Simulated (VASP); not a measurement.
Input of a VASP 6.6.1 run:

Contents of INCAR:

```
SYSTEM = CuO
PREC     = Accurate       ! precision mode
ENCUT    = 520            ! plane-wave cutoff, eV
EDIFF    = 1E-6           ! SCF threshold, eV
ISMEAR   = -1             ! smearing method
SIGMA    = 0.05           ! smearing width, eV
LREAL    = .False.        ! projectors in reciprocal space
LASPH    = .True.         ! aspherical terms in the spheres
NELM     = 100            ! most SCF steps
ALGO     = Normal         ! electronic algorithm
ISIF     = 2              ! what is computed and relaxed
LWAVE    = .False.        ! write WAVECAR
LCHARG   = .True.         ! write CHGCAR
GGA      = PE             ! functional
LELF     = .True.         ! ELF
LVHAR    = .True.       
NBANDS   = 16             ! bands
```

KPOINTS

```
regular mesh
0
Gamma
  10 10 10
  0 0 0
```

The input POSCAR:

```
CuO
1.0
    2.5180524539      0.0000000000      0.0000000000
    0.0000000000      2.5180524539      0.0000000000
    0.0000000000      0.0000000000      2.5180524539
Cu O
1 1
Direct
    0.0000000000      0.0000000000      0.0000000000
    0.5000000000      0.5000000000      0.5000000000
```

Potentials or basis: VASP PAW PBE potentials, release 64 (Cu, O).

Command:

```sh
$ cat potpaw_PBE.64/Cu/POTCAR potpaw_PBE.64/O/POTCAR > POTCAR
$ mpirun -np 1 vasp_std > vasp.out
```

Task: Predict the pressure.

Result: 33.0 GPa.

Caveat: an odd number of electrons without spin polarisation forces a metal; a magnetic or distorted state may lie lower.
